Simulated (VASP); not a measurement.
The system is Si.

```
CELL_PARAMETERS angstrom
-0.07551 2.72827 2.72827
2.72827 -0.07551 2.72827
2.72827 2.72827 -0.07551
ATOMIC_POSITIONS crystal
Si 0.99840 0.99840 0.99840
Si 0.25160 0.25160 0.25160
```

This cell differs from its parent crystal: epitaxial 111 strain +3.0%.

Program: VASP 6.6.1. Alike in all runs: task single point; potentials or basis VASP PAW PBE potentials, release 64 (Si); no spin polarisation; cell as given; cutoff (eV) 520.

Q: Order these runs on this cell by their band gap on the k mesh, lowest first.
A. level r2SCAN; k mesh 8 × 8 × 8; smearing gaussian 0.01 eV
B. level PBE; k mesh 8 × 8 × 8; smearing fermi-dirac 0.02 eV
C. level HSE06; k mesh 6 × 6 × 6; smearing gaussian 0.01 eV; grid for exact exchange (PRECFOCK) Normal; share of exact exchange 0.25; screening parameter 0.2079 1/Å

A: B (0.43 eV), A (0.61 eV), C (0.99 eV).

Caveats: the cell stands under tension (at least some runs).

A k mesh can miss the band edges.
